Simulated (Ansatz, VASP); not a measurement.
Two plane-wave programs on BN

```xyz
2
Lattice="0.0000 1.8032 1.8032 1.8032 0.0000 1.8032 1.8032 1.8032 0.0000" Properties=species:S:1:pos:R:3 pbc="T T T"
B     0.0000    0.0000    0.0000
N     2.7048    2.7048    2.7048
```

Alike in both runs: task single point; functional PBE; dispersion D3(BJ); k mesh 12 × 12 × 12; occupations gaussian, width 0.05 eV; no spin polarisation.

|  | VASP | Ansatz |
| --- | --- | --- |
| version | VASP 6.6.1 | Ansatz 0.2.0 |
| potentials or method | VASP PAW PBE potentials, release 64 (B, N), cutoff 600 eV | scalar-relativistic, plane waves, PAW |
| valence electrons in the cell | 8 | 8 |

|  | VASP | Ansatz | Ansatz less VASP |
| --- | --- | --- | --- |
| gap on the k mesh at the Fermi level (eV) | 4.47 | 4.48 | +0.013 |
| least direct gap on the mesh (eV) | 8.85 | 8.86 | +0.011 |
| pressure (GPa) | 0.0 | 0.0 | -0.02 |
